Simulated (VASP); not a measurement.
## Hg: single point with LDA

Hg:

```
CELL_PARAMETERS angstrom
3.12194 0.00000 0.00000
-1.56097 2.70368 0.00000
0.00000 0.00000 10.50853
ATOMIC_POSITIONS crystal
Hg 0.00000 0.00000 0.00000
Hg 0.00000 0.00000 0.50000
Hg 0.33333 0.66667 0.25000
Hg 0.66667 0.33333 0.75000
```

```json
{
  "Program": "VASP 6.6.1",
  "Task": "single point",
  "Functional": "LDA",
  "Potentials or basis": "VASP PAW LDA potentials, release 64 (Hg)",
  "Cutoff": "520 eV",
  "k mesh": "11 × 11 × 3",
  "Occupations": "fermi-dirac, width 0.1 eV",
  "Spin": "no spin polarisation",
  "Dipole correction": "no",
  "Further INCAR settings": "ALGO = Normal; EDIFF = 1e-06; NBANDS = 32"
}
```

- Pressure: 0.6 GPa
- Band gap on the k mesh: zero (band 24 reaches 3.20 eV, above the bottom of band 25 at 1.23 eV)

Stress tensor (GPa, compression positive):
```
0.64 0.00 0.00
0.00 0.64 0.00
0.00 0.00 0.52
```

Levels at points of the mesh, in eV from the Fermi level:
```tsv
k point	band 21	band 22	band 23	band 24	band 25	band 26	band 27	band 28
(0.00, 0.00, 0.00)	-6.15	-5.87	-5.87	-2.03	-1.76	6.34	6.34	13.33
```

Run time: 48 s on 1 thread of Intel Xeon 6975P-C, with other jobs on the host, peak memory 0.21 GiB.

Caveat: spin-orbit coupling is left out, which moves the levels of the heavy elements.
